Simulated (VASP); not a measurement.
## In2S: single point with PBE

In2S:

```
In S
1.0
     5.00827    0.00000    0.00000
    -2.50414    4.33729    0.00000
     0.00000    0.00000    3.80887
In S
2 1
Direct
  0.33333 0.66667 0.42296
  0.66667 0.33333 0.42296
  0.00000 0.00000 0.77600
```

The cell was built from a structure type or drawn by symmetry, and may not be a known phase.

| Property | Result |
| --- | --- |
| Program | VASP 6.6.1 |
| Task | single point |
| Functional | PBE |
| Potentials or basis | VASP PAW PBE potentials, release 64 (In_d, S) |
| Cutoff | 520 eV |
| k mesh | 12 × 12 × 12 |
| Occupations | gaussian, width 0.1 eV |
| Spin | no spin polarisation |

```
Pressure               : 0.0 GPa
Band gap on the k mesh : zero (bands 16 and 17 overlap by 0.78 eV)
```

Forces on the atoms (eV/Å):
```
In   0.000  0.000 -0.001
In   0.000  0.000 -0.001
S    0.000  0.000  0.002
```

Levels at points of the mesh, in eV from the Fermi level:
```tsv
k point	band 14	band 15	band 16	band 17	band 18	band 19
(0.00, 0.00, 0.00)	-2.13	-0.64	-0.51	0.08	0.08	3.22
(0.50, 0.00, 0.00)	-3.23	-0.46	0.08	2.24	2.92	4.55
(0.00, 0.00, 0.50)	-1.59	-1.59	-0.30	1.14	1.23	1.23
(0.50, 0.00, 0.50)	-2.69	-2.17	-1.33	0.79	0.82	2.51
```

Wall time 3.2 min on 1 thread of Intel(R) Xeon(R) Platinum 8259CL CPU @ 2.50GHz (Skylake/Cascade Lake) (shared host), peak memory 0.35 GiB.

Caveat: spin-orbit coupling is left out, which moves the levels of the heavy elements.
